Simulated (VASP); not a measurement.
# PtS2 in VASP: further runs

PtS2 is run at these levels: PBE+D3(BJ); tasks: single point.

All numbers are computed with VASP 6.6.1; they aren't measurements. Logs are shortened: lines on timing, memory, paths and dates and some standing lists are left out, and cuts for length are marked.

### 1 The cell of the first run

The cell holds a slab with vacuum, 6 atoms: a = 3.542 Å, b = 3.542 Å, c = 22.467 Å, α = 90.00°, β = 90.00°, γ = 120.00°.

### 2 Single point, PBE+D3(BJ)

File INCAR:

```
SYSTEM = PtS2
PREC     = Accurate       ! precision mode
ENCUT    = 520            ! plane-wave cutoff, eV
EDIFF    = 1E-6           ! SCF threshold, eV
ISMEAR   = 0              ! smearing method
SIGMA    = 0.05           ! smearing width, eV
LREAL    = .False.        ! projectors in reciprocal space
LASPH    = .True.         ! aspherical terms in the spheres
NELM     = 80             ! most SCF steps
ALGO     = Normal         ! electronic algorithm
ISIF     = 2              ! what is computed and relaxed
LWAVE    = .False.        ! write WAVECAR
LCHARG   = .False.        ! write CHGCAR
LDIPOL   = .True.       
IDIPOL   = 3            
DIPOL    = 0.5 0.5 0.387
GGA      = PE             ! functional
IVDW     = 12             ! dispersion correction
NBANDS   = 31             ! bands
```

File KPOINTS:

```
regular mesh
0
Gamma
  9 9 1
  0 0 0
```

File POSCAR:

```
PtS2
1.0
    3.5415278079      0.0000000000      0.0000000000
   -1.7707639039      3.0670530498      0.0000000000
    0.0000000000      0.0000000000     22.4670615492
S Pt
4 2
Direct
    0.6666666667      0.3333333333      0.2002932155
    0.3333333333      0.6666666667      0.3108341854
    1.0000000000      1.0000000000      0.4639472212
    0.6666666667      1.3333333333      0.5744881911
    0.0000000000      0.0000000000      0.2555637004
    0.3333333333      0.6666666667      0.5192177062
```

Potentials or basis: VASP PAW PBE potentials, release 64 (S, Pt).

Command:

```console
$ cat potpaw_PBE.64/S/POTCAR potpaw_PBE.64/Pt/POTCAR > POTCAR
$ mpirun -np 1 vasp_std > vasp.out
```

OUTCAR:

```text
SYSTEM = PtS2
   PREC = Accurate
   ENCUT = 520
   EDIFF = 1E-6
   ISMEAR = 0
   LREAL = .False.
   LASPH = .True.
   NELM = 80
   ISIF = 2
   GGA = PE
   IVDW = 12
 IVDW          = 12

 ion  position               nearest neighbor table
   1  0.667  0.333  0.200-   5 2.39   5 2.39   5 2.39
   2  0.333  0.667  0.311-   5 2.39   5 2.39   5 2.39
   3  0.000  0.000  0.464-   6 2.39   6 2.39   6 2.39
   4  0.667  0.333  0.574-   6 2.39   6 2.39   6 2.39
   5  0.000  0.000  0.256-   1 2.39   1 2.39   1 2.39   2 2.39   2 2.39   2 2.39
   6  0.333  0.667  0.519-   4 2.39   4 2.39   4 2.39   3 2.39   3 2.39   3 2.39

  LATTYP: Found a hexagonal cell.
 ALAT       =     3.5415278079
 C/A-ratio  =     6.3438896340

  Lattice vectors:

 A1 = (   3.5415278079,   0.0000000000,   0.0000000000)
 A2 = (  -1.7707639039,   3.0670530498,   0.0000000000)
 A3 = (   0.0000000000,   0.0000000000,  22.4670615492)

Analysis of symmetry for initial positions (statically):
=====================================================================
 Subroutine PRICEL returns:
 Original cell was already a primitive cell.

 Routine SETGRP: Setting up the symmetry group for a
 hexagonal supercell.

 Subroutine GETGRP returns: Found 12 space group operations
 (whereof  6 operations were pure point group operations)
 out of a pool of 24 trial point group operations.

The static configuration has the point symmetry C_3v.
 The point group associated with its full space group is D_3d.

Analysis of symmetry for dynamics (positions and initial velocities):
=====================================================================
 Subroutine PRICEL returns:
 Original cell was already a primitive cell.

 Routine SETGRP: Setting up the symmetry group for a
 hexagonal supercell.

 Subroutine GETGRP returns: Found 12 space group operations
 (whereof  6 operations were pure point group operations)
 out of a pool of 24 trial point group operations.

The dynamic configuration has the point symmetry C_3v.
 The point group associated with its full space group is D_3d.

 Subroutine INISYM returns: Found 12 space group operations
 (whereof  6 operations are pure point group operations),
 and found     1 'primitive' translations

----------------------------------------------------------------------------------------

                                     Primitive cell

  volume of cell :     244.0384

  direct lattice vectors                    reciprocal lattice vectors
     3.541527808  0.000000000  0.000000000     0.282364012  0.163022938  0.000000000
    -1.770763904  3.067053050  0.000000000     0.000000000  0.326045877  0.000000000
     0.000000000  0.000000000 22.467061549     0.000000000  0.000000000  0.044509603

  length of vectors
     3.541527808  3.541527808 22.467061549     0.326045877  0.326045877  0.044509603

  position of ions in fractional coordinates (direct lattice)
     0.666666667  0.333333333  0.200293215
     0.333333333  0.666666667  0.310834185
     0.000000000  0.000000000  0.463947221
     0.666666667  0.333333333  0.574488191
     0.000000000  0.000000000  0.255563700
     0.333333333  0.666666667  0.519217706

  ion indices of the primitive-cell ions
   primitive index   ion index
                 1           1
                 2           2
                 3           3
                 4           4
                 5           5
                 6           6

----------------------------------------------------------------------------------------

 KPOINTS: regular mesh

Automatic generation of k-mesh.
 Grid dimensions read from file:
 generate k-points for:    9    9    1

 Generating k-lattice:

  Cartesian coordinates                     Fractional coordinates (reciprocal lattice)
     0.031373779  0.018113660  0.000000000     0.111111111 -0.000000000  0.000000000
     0.000000000  0.036227320  0.000000000     0.000000000  0.111111111  0.000000000
     0.000000000  0.000000000  0.044509603     0.000000000  0.000000000  1.000000000

  Length of vectors
     0.036227320  0.036227320  0.044509603

  Shift w.r.t. Gamma in fractional coordinates (k-lattice)
     0.000000000  0.000000000  0.000000000

 Subroutine IBZKPT returns following result:
 ===========================================

 Found     12 irreducible k-points:

 Following reciprocal coordinates:
            Coordinates               Weight
  0.000000  0.000000  0.000000      1.000000
  0.111111 -0.000000  0.000000      6.000000
  0.222222  0.000000  0.000000      6.000000
  0.333333 -0.000000  0.000000      6.000000
  0.444444  0.000000  0.000000      6.000000
  0.111111  0.111111  0.000000      6.000000
  0.222222  0.111111  0.000000     12.000000
  0.333333  0.111111  0.000000     12.000000
  0.444444  0.111111  0.000000      6.000000
  0.222222  0.222222  0.000000      6.000000
  0.333333  0.222222  0.000000     12.000000
  0.333333  0.333333  0.000000      2.000000
   k-points           NKPTS =     12   k-points in BZ     NKDIM =     12   number of bands    NBANDS=     31
   number of dos      NEDOS =    301   number of ions     NIONS =      6
   total plane-waves  NPLWV = 131712
   dimension x,y,z NGX =    28 NGY =   28 NGZ =  168
   dimension x,y,z NGXF=    56 NGYF=   56 NGZF=  336
   ions per type =               4   2
   NGX,Y,Z   is equivalent  to a cutoff of  13.14, 13.14, 12.43 a.u.
   NGXF,Y,Z  is equivalent  to a cutoff of  26.29, 26.29, 24.86 a.u.
 SYSTEM =  PtS2
   PREC   = accura    normal or accurate (medium, high low for compatibility)
   ISTART =      0    job   : 0-new  1-cont  2-samecut
   ICHARG =      2    charge: 1-file 2-atom 10-const
   ISPIN  =      1    spin polarized calculation?
   LNONCOLLINEAR =      F non collinear calculations
   LSORBIT =      F    spin-orbit coupling
   LASPH  =      T    aspherical Exc in radial PAW
   ENCUT  =  520.0 eV  38.22 Ry    6.18 a.u.   6.58  6.58 41.77*2*pi/ulx,y,z
   NELM   =     80;   NELMIN=  2; NELMDL= -5     # of ELM steps
   EDIFF  = 0.1E-05   stopping-criterion for ELM
   LREAL  =      F    real-space projection
   EDIFFG = 0.1E-04   stopping-criterion for IOM
   NSW    =      0    number of steps for IOM
   IBRION =     -1    ionic relax: 0-MD 1-quasi-New 2-CG
   NFREE  =      0    steps in history (QN), initial steepest desc. (CG)
   ISIF   =      2    stress and relaxation
   ISYM   =      2    0-nonsym 1-usesym 2-fastsym
   POTIM  = 0.5000    time-step for ionic-motion
   TEBEG  =    0.0;   TEEND  =   0.0 temperature during run
   PSTRESS=    0.0 pullay stress
   NELECT =      44.0000    total number of electrons
   NUPDOWN=      -1.0000    fix difference up-down
   EMIN   =  10.00;   EMAX   =-10.00  energy-range for DOS
   EFERMI =   0.00;   METHOD = LEGACY
   ISMEAR =     0;   SIGMA  =   0.05  broadening in eV -4-tet -1-fermi 0-gaus
   EFERMI_NEDOS =   21; number of points for ismear=-14 and -15
   IALGO  =     38    algorithm
   IMIX   =      4    mixing-type and parameters
     AMIX     =   0.40;   BMIX     =  1.00
     AMIX_MAG =   1.60;   BMIX_MAG =  1.00
  volume/ion in A,a.u.               =      40.67       274.48
  Fermi-wavevector in a.u.,A,eV,Ry     =   0.924854  1.747720 11.637800  0.855354
  Thomas-Fermi vector in A             =   2.050645
   LORBIT       =      0    0 simple, 1 ext, 2 COOP (PROOUT), +10 PAW based schemes
   GGA     = PE    functional components
   LHFCALC =     F    Hartree Fock is set to
   AEXX    =    0.0000 exact exchange contribution
   IVDW    =    12    specifies the selected vdW correction
   LEPSILON=     F    determine dielectric tensor
   LRPA    =     F    only Hartree local field effects (RPA)
 non-spin polarized calculation
 Gauss-broadening in eV      SIGMA  =   0.05
  energy-cutoff  :      520.00
  volume of cell :      244.04
 maximum number of plane-waves:      6671
 NGX is ok and might be reduce to    28
   NGX = 13   NGY = 13   NGZ = 83

 dipolmoment           0.000000      0.000000      0.000015 electrons x Angstroem

 number of electron      44.0000000 magnetization

 dipolmoment           0.000000      0.000000     -0.000002 electrons x Angstroem

 Free energy of the ion-electron system (eV)
  ---------------------------------------------------
  ext. energy  EPLUGINS =         0.00000000
  ---------------------------------------------------
  free energy    TOTEN  =       -30.90333046 eV

  energy without entropy =      -30.90333046  energy(sigma->0) =      -30.90333046

 E-fermi :  -0.4122     XC(G=0):  -5.4602

 val. band max:       -0.6355018396   @ k =   0.1111   0.1111   0.0000
 cond. band min:       0.8650876897   @ k =   0.2222   0.0000   0.0000
 fundamental gap:      1.5005895292
 Fermi energy:        -0.4122206455

 k-point     1 :       0.0000    0.0000    0.0000
  band No.  band energies     occupation
      1     -14.9091      2.00000
      2     -14.8696      2.00000
      3     -12.7365      2.00000
      4     -12.6430      2.00000
      5      -6.3910      2.00000
      6      -6.3910      2.00000
[... 23 lines left out ...]
     30       5.3115      0.00000
     31       5.5718      0.00000

 k-point     2 :       0.1111   -0.0000    0.0000
  band No.  band energies     occupation
      1     -14.7547      2.00000
      2     -14.7154      2.00000
      3     -12.7640      2.00000
      4     -12.6792      2.00000
      5      -6.4006      2.00000
      6      -6.3687      2.00000
[... 23 lines left out ...]
     30       5.9372      0.00000
     31       5.9985      0.00000

 k-point     3 :       0.2222    0.0000    0.0000
  band No.  band energies     occupation
      1     -14.3268      2.00000
      2     -14.2886      2.00000
      3     -12.8346      2.00000
      4     -12.7712      2.00000
      5      -6.3575      2.00000
      6      -6.2699      2.00000
[... 295 lines left out ...]
     30       7.5274      0.00000
     31       7.9327      0.00000

 k-point    12 :       0.3333    0.3333    0.0000
  band No.  band energies     occupation
      1     -12.9692      2.00000
      2     -12.9692      2.00000
      3     -12.9596      2.00000
      4     -12.9596      2.00000
      5      -6.2179      2.00000
      6      -6.2179      2.00000
[... 23 lines left out ...]
     30       8.0124      0.00000
     31       8.0124      0.00000

------------------------ aborting loop because EDIFF is reached ----------------------------------------

 vacuum level on the upper side and lower side of the slab       (xc-potential included)        -0.210        -0.210

 Edisp (eV)   -1.89167

 E8    (eV) :    -0.7841

  FORCE on cell =-STRESS in cart. coord.  units (eV):
  Direction    XX          YY          ZZ          XY          YZ          ZX
  --------------------------------------------------------------------------------------
  -------------------------------------------------------------------------------------
  Total      -0.50999    -0.50999    -0.86604    -0.00000     0.00000     0.00000
  in kB      -3.34821    -3.34821    -5.68576    -0.00000     0.00000     0.00000
  external pressure =       -4.13 kB  Pullay stress =        0.00 kB

 VOLUME and BASIS-vectors are now :
 -----------------------------------------------------------------------------
  energy-cutoff  :      520.00
  volume of cell :      244.04
      direct lattice vectors                 reciprocal lattice vectors
     3.541527808  0.000000000  0.000000000     0.282364012  0.163022938  0.000000000
    -1.770763904  3.067053050  0.000000000     0.000000000  0.326045877  0.000000000
     0.000000000  0.000000000 22.467061549     0.000000000  0.000000000  0.044509603

 POSITION                                       TOTAL-FORCE (eV/Angst)
 -----------------------------------------------------------------------------------
      1.77076      1.02235      4.50000        -0.000000      0.000000      0.041490
     -0.00000      2.04470      6.98353        -0.000000      0.000000      0.018609
      0.00000      0.00000     10.42353         0.000000     -0.000000     -0.018609
      1.77076      1.02235     12.90706         0.000000     -0.000000     -0.041490
      0.00000      0.00000      5.74177        -0.000000     -0.000000      0.067781
     -0.00000      2.04470     11.66530         0.000000      0.000000     -0.067781
 -----------------------------------------------------------------------------------
    total drift:                                0.000000     -0.000000     -0.000071

  FREE ENERGIE OF THE ION-ELECTRON SYSTEM (eV)
  ---------------------------------------------------
  free  energy   TOTEN  =       -32.7950009266 eV

  energy  without entropy=      -32.7950009266  energy(sigma->0) =      -32.79500093

 vacuum level on the upper side and lower side of the slab         5.288         5.288
```

Wall time 1.8 min (1 thread of Intel Xeon 6975P-C, shared host); peak memory 0.38 GiB.

What came out:

| Property | Result |
| --- | --- |
| Free energy | -32.7950 eV |
| Largest force | 0.068 eV/Å |
| Band gap on the k mesh | 1.50 eV, indirect (least direct gap 1.62 eV) |
| Dispersion energy per atom | -0.315 eV |

Forces on the atoms (eV/Å):
```
S    0.000  0.000  0.041
S    0.000  0.000  0.019
S    0.000  0.000 -0.019
S    0.000  0.000 -0.041
Pt   0.000  0.000  0.068
Pt   0.000  0.000 -0.068
```

Levels at points of the mesh, in eV from the valence-band top:
| k point | band 19 | band 20 | band 21 | band 22 | band 23 | band 24 | band 25 | band 26 |
| --- | --- | --- | --- | --- | --- | --- | --- | --- |
| (0.00, 0.00, 0.00) | -0.47 | -0.47 | -0.44 | -0.44 | 3.01 | 3.01 | 3.04 | 3.04 |

Caveat: spin-orbit coupling is left out, which moves the levels of the heavy elements.

(Part 1 of 2 ends here.)
